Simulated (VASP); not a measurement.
# CoSi2 in VASP: settings compared, part 2 of 2

VASP 6.6.1. The steps go on from the part before.

## Step 3: Single point, BLYP+D4, collinear spin, ferromagnetic start

This run uses another cell than the first one, of 12.04 Å³/atom.

File INCAR:

```
AGGAC    = 1.0          
AGGAX    = 1.0          
ALDAC    = 0.0          
ALDAX    = 1.0          
ALGO     = Normal         # electronic algorithm
EDIFF    = 1E-6           # SCF threshold, eV
ENCUT    = 690            # plane-wave cutoff, eV
GGA      = B5             # functional
GGA_COMPAT= False        
ISIF     = 2              # what is computed and relaxed
ISMEAR   = -5             # smearing method
ISPIN    = 2              # spin polarisation
IVDW     = 13             # dispersion correction
LASPH    = True           # aspherical terms in the spheres
LCHARG   = True           # write CHGCAR
LELF     = True           # ELF
LMAXMIX  = 4              # l up to which the mixer works
LORBIT   = 11             # projections on sites
LREAL    = False          # projectors in reciprocal space
LVHAR    = True         
LWAVE    = False          # write WAVECAR
MAGMOM   = 4 0 0          # initial moments
NBANDS   = 24             # bands
NELM     = 200            # most SCF steps
NUPDOWN  = 4.0            # fixed moment
PREC     = Accurate       # precision mode
SIGMA    = 0.05           # smearing width, eV
VDW_A1   = 0.44488865   
VDW_A2   = 4.0933009    
VDW_S6   = 1.0          
VDW_S8   = 2.34076671
```

File KPOINTS:

```
k-points
0
Gamma
  9 9 9
```

File POSCAR:

```
CoSi2
1.0
    0.0000000000      2.6233315991      2.6233315991
    2.6233315991      0.0000000000      2.6233315991
    2.6233315991      2.6233315991      0.0000000000
Co Si
1 2
Direct
    0.0000000000      0.0000000000      0.0000000000
    0.7500000000      0.7500000000      0.7500000000
    0.2500000000      0.2500000000      0.2500000000
```

Potentials or basis: VASP PAW PBE potentials, release 64 (Co_sv, Si).

Launch:

```console
cat potpaw_PBE.64/Co_sv/POTCAR potpaw_PBE.64/Si/POTCAR > POTCAR
mpirun -np 1 vasp_std > vasp.out
```

OUTCAR:

```text
EDIFF = 1E-6
   ENCUT = 690
   GGA = B5
   ISIF = 2
   ISMEAR = -5
   ISPIN = 2
   IVDW = 13
   LASPH = True
   LORBIT = 11
   LREAL = False
   NELM = 200
   NUPDOWN = 4.0
   PREC = Accurate

 ion  position               nearest neighbor table
   1  0.000  0.000  0.000-   2 2.27   2 2.27   2 2.27   2 2.27   3 2.27   3 2.27   3 2.27   3 2.27

   2  0.750  0.750  0.750-   1 2.27   1 2.27   1 2.27   1 2.27   3 2.62   3 2.62   3 2.62   3 2.62
                             3 2.62   3 2.62
   3  0.250  0.250  0.250-   1 2.27   1 2.27   1 2.27   1 2.27   2 2.62   2 2.62   2 2.62   2 2.62
                             2 2.62   2 2.62

  LATTYP: Found a face centered cubic cell.
 ALAT       =     5.2466631982

  Lattice vectors:

 A1 = (   0.0000000000,   2.6233315991,   2.6233315991)
 A2 = (   2.6233315991,   0.0000000000,   2.6233315991)
 A3 = (   2.6233315991,   2.6233315991,   0.0000000000)

Analysis of symmetry for initial positions (statically):
=====================================================================
 Subroutine PRICEL returns:
 Original cell was already a primitive cell.

 Routine SETGRP: Setting up the symmetry group for a
 face centered cubic supercell.

 Subroutine GETGRP returns: Found 48 space group operations
 (whereof 48 operations were pure point group operations)
 out of a pool of 48 trial point group operations.

The static configuration has the point symmetry O_h .

Analysis of symmetry for dynamics (positions and initial velocities):
=====================================================================
 Subroutine PRICEL returns:
 Original cell was already a primitive cell.

 Routine SETGRP: Setting up the symmetry group for a
 face centered cubic supercell.

 Subroutine GETGRP returns: Found 48 space group operations
 (whereof 48 operations were pure point group operations)
 out of a pool of 48 trial point group operations.

The dynamic configuration has the point symmetry O_h .

Analysis of structural, dynamic, and magnetic symmetry:
=====================================================================
 Subroutine PRICEL returns:
[... 160 lines left out ...]

 E-fermi :  10.1758     XC(G=0): -11.5493

 val. band max:       15.3790091309   @ k =   0.4444   0.1111   0.0000
 cond. band min:      10.0768670832   @ k =   0.4444   0.4444   0.0000
 fundamental gap:     -5.3021420477
 Fermi energy:        15.3685820817

 spin component 1

 k-point     1 :       0.0000    0.0000    0.0000
  band No.  band energies     occupation
      1     -84.9096      1.00000
      2     -48.4348      1.00000
      3     -48.4348      1.00000
      4     -48.4348      1.00000
      5      -1.9784      1.00000
      6       6.2921      1.00000
[... 637 lines left out ...]
     23      27.0751      0.00000
     24      27.4465      0.00000

 [... further k-points ...]

 spin component 2

 k-point     1 :       0.0000    0.0000    0.0000
  band No.  band energies     occupation
      1     -82.4973      1.00000
      2     -46.1067      1.00000
      3     -46.1067      1.00000
      4     -46.1067      1.00000
      5      -1.1294      1.00000
      6       7.6537      1.00000
[... 637 lines left out ...]
     23      28.0839      0.00000
     24      28.3044      0.00000

 [... further k-points ...]

------------------------ aborting loop because EDIFF is reached ----------------------------------------

  DFT-D4 for vdW energy calculation

  Edisp (eV):   -2.84630

  FORCE on cell =-STRESS in cart. coord.  units (eV):
  Direction    XX          YY          ZZ          XY          YZ          ZX
  --------------------------------------------------------------------------------------
  -------------------------------------------------------------------------------------
  Total      10.67554    10.67554    10.67554    -0.00000    -0.00000     0.00000
  in kB     473.70813   473.70813   473.70813    -0.00000    -0.00000     0.00000
  external pressure =      473.71 kB  Pullay stress =        0.00 kB

 VOLUME and BASIS-vectors are now :
 -----------------------------------------------------------------------------
  energy-cutoff  :      690.00
  volume of cell :       36.11
      direct lattice vectors                 reciprocal lattice vectors
     0.000000000  2.623331599  2.623331599    -0.190597331  0.190597331  0.190597331
     2.623331599  0.000000000  2.623331599     0.190597331 -0.190597331  0.190597331
     2.623331599  2.623331599  0.000000000     0.190597331  0.190597331 -0.190597331

 POSITION                                       TOTAL-FORCE (eV/Angst)
 -----------------------------------------------------------------------------------
      0.00000      0.00000      0.00000         0.000000      0.000000      0.000000
      3.93500      3.93500      3.93500         0.000000      0.000000      0.000000
      1.31167      1.31167      1.31167        -0.000000     -0.000000     -0.000000
 -----------------------------------------------------------------------------------
    total drift:                                0.000000     -0.000000      0.000000

  FREE ENERGIE OF THE ION-ELECTRON SYSTEM (eV)
  ---------------------------------------------------
  free  energy   TOTEN  =       -12.9776779649 eV

  energy  without entropy=      -12.9776779649  energy(sigma->0) =      -12.97767796

 total charge

# of ion       s       p       d       tot
------------------------------------------
    1        2.298   6.200   6.794  15.292
    2        0.802   0.921   0.000   1.723
    3        0.802   0.921   0.000   1.723
--------------------------------------------------
tot          3.902   8.042   6.794  18.738

 magnetization (x)

# of ion       s       p       d       tot
------------------------------------------
    1        0.036   0.100   1.914   2.050
    2        0.120   0.230   0.000   0.350
    3        0.120   0.230   0.000   0.350
--------------------------------------------------
tot          0.276   0.561   1.914   2.750
```

Wall time 98 s (1 thread of Intel Xeon Platinum 8259CL at 2.50GHz (Skylake/Cascade Lake), shared host); peak memory 0.24 GiB.

What came out:

| Property | Result |
| --- | --- |
| Free energy | -12.9777 eV |
| Pressure | 47.4 GPa |
| Net moment | 4.00 μB per cell |
| Site moments | Co +2.05; Si +0.35 μB |
| Valence electrons inside the program's atomic spheres | Co 15.29; Si 1.72 |
| Dispersion energy per atom | -0.949 eV |

Caveat: the cell stands under pressure; the PAW data sets were made with another functional, which shifts forces and pressure a little; the total moment is fixed, so each spin has its own Fermi level and the state may be an excited one.

## Step 4: Single point, BLYP+D4, collinear spin, ferromagnetic start

This run uses another cell than the first one, of 13.57 Å³/atom.

File INCAR:

```
SYSTEM = CoSi2
PREC = Accurate
ENCUT = 690
EDIFF = 1E-6
ISMEAR = -5
SIGMA = 0.05
LREAL = .FALSE.
LASPH = .TRUE.
NELM = 200
ALGO = Normal
ISIF = 2
LWAVE = .FALSE.
LCHARG = .TRUE.
ISPIN = 2
MAGMOM = 4 0 0
LORBIT = 11
NUPDOWN = 4.0
LMAXMIX = 4
GGA = B5
ALDAX = 1.0
AGGAX = 1.0
AGGAC = 1.0
ALDAC = 0.0
IVDW = 13
VDW_S6 = 1.0
VDW_S8 = 2.34076671
VDW_A1 = 0.44488865
VDW_A2 = 4.0933009
LELF = .TRUE.
LVHAR = .TRUE.
NBANDS = 24
GGA_COMPAT = .FALSE.
```

File KPOINTS:

```
regular mesh
0
G
  9 9 9
  0 0 0
```

File POSCAR:

```
CoSi2
1.0
    0.0000000000      2.7305231384      2.7305231384
    2.7305231384      0.0000000000      2.7305231384
    2.7305231384      2.7305231384      0.0000000000
Co Si
1 2
Direct
    0.0000000000      0.0000000000      0.0000000000
    0.7500000000      0.7500000000      0.7500000000
    0.2500000000      0.2500000000      0.2500000000
```

Launch:

```console
cat potpaw_PBE.64/Co_sv/POTCAR potpaw_PBE.64/Si/POTCAR > POTCAR
mpirun -np 1 vasp_std > vasp.out
```

Wall time 76 s (1 thread of Intel Xeon 6975P-C (Granite Rapids), shared host); peak memory 0.28 GiB.

Results (log left out):

```
Free energy                                           : -13.9470 eV
Pressure                                              : 21.3 GPa
Net moment                                            : 4.00 μB per cell
Site moments                                          : Co +2.10; Si +0.35 μB
Valence electrons inside the program's atomic spheres : Co 15.16; Si 1.67
Dispersion energy per atom                            : -0.841 eV
```

Caveat: the cell stands under pressure; the PAW data sets were made with another functional, which shifts forces and pressure a little; the total moment is fixed, so each spin has its own Fermi level and the state may be an excited one.

## Step 5: Single point, PBE, collinear spin, ferromagnetic start (atoms moved at random)

File INCAR:

```
SYSTEM = CoSi2
ALGO = Normal ; EDIFF = 1E-6
ENCUT = 520 ; GGA = PE
ISIF = 2 ; ISMEAR = -1
ISPIN = 2 ; LASPH = .TRUE.
LCHARG = .FALSE. ; LMAXMIX = 4
LORBIT = 11 ; LREAL = .FALSE.
LWAVE = .FALSE. ; MAGMOM = 2 0 0
NBANDS = 20 ; NELM = 150
PREC = Accurate ; SIGMA = 0.05
```

File KPOINTS:

```
k-points
0
G
  9 9 9
  0 0 0
```

File POSCAR:

```
CoSi2
1.0
    0.0000000000      2.6780000000      2.6780000000
    2.6780000000      0.0000000000      2.6780000000
    2.6780000000      2.6780000000      0.0000000000
Co Si
1 2
Direct
    0.0047160000     -0.0045920000      0.0044020000
    0.7499510000      0.7473620000      0.7548760000
    0.2566570000      0.2464270000      0.2534650000
```

Potentials or basis: VASP PAW PBE potentials, release 64 (Co, Si).

Launch:

```console
cat potpaw_PBE.64/Co/POTCAR potpaw_PBE.64/Si/POTCAR > POTCAR
mpirun -np 1 vasp_std > vasp.out
```

It took 4.3 min on 1 thread of Intel Xeon 6975P-C (Granite Rapids), shared host; peak memory 0.48 GiB.

It converged, with:

| Quantity | Value |
| --- | --- |
| Free energy | -19.2935 eV |
| Pressure | 0.3 GPa |
| Largest force | 0.150 eV/Å |
| Net moment | 0.00 μB per cell |
| Valence electrons inside the program's atomic spheres | Co 8.86; Si 1.59 |

Forces on the atoms (eV/Å):
```
Co   0.041 -0.052  0.001
Si  -0.057  0.107  0.088
Si   0.017 -0.055 -0.089
```

Stress tensor (GPa, compression positive):
```
 0.32 -0.59 -0.54
-0.59  0.33  0.25
-0.54  0.25  0.33
```

Levels at points of the mesh, in eV from the Fermi level:
Spin up:
| k point | band 7 | band 8 | band 9 | band 10 | band 11 | band 12 |
| --- | --- | --- | --- | --- | --- | --- |
| (0.00, 0.00, 0.00) | 0.79 | 3.42 | 3.43 | 3.44 | 3.45 | 3.50 |
Spin down:
```csv
k point,band 7,band 8,band 9,band 10,band 11,band 12
"(0.00, 0.00, 0.00)",0.79,3.42,3.43,3.44,3.45,3.50
```

Caveat: the cell differs from its parent crystal (atoms moved at random); the moments typed at the start vanished in this run.

## Step 6: The runs side by side

```tsv
cell	pressure (GPa)	moment (μB)
a = 3.762 Å, angles 60.0°, 3 atoms	37.0	4.00
a = 3.710 Å, angles 60.0°, 3 atoms	47.4	4.00
a = 3.862 Å, angles 60.0°, 3 atoms	21.3	4.00
```

Alike in all rows: task single point; level BLYP+D4; potentials or basis VASP PAW PBE potentials, release 64 (Co_sv, Si); spin collinear, ferromagnetic start; fixed moment (μB) 4.0; k mesh 9 × 9 × 9; cutoff (eV) 690; smearing tetrahedron.

Caveats: the cell stands under pressure; the PAW data sets were made with another functional, which shifts forces and pressure a little; the total moment is fixed, so each spin has its own Fermi level and the state may be an excited one.

Absolute energies hang on the potentials; compare differences alone.
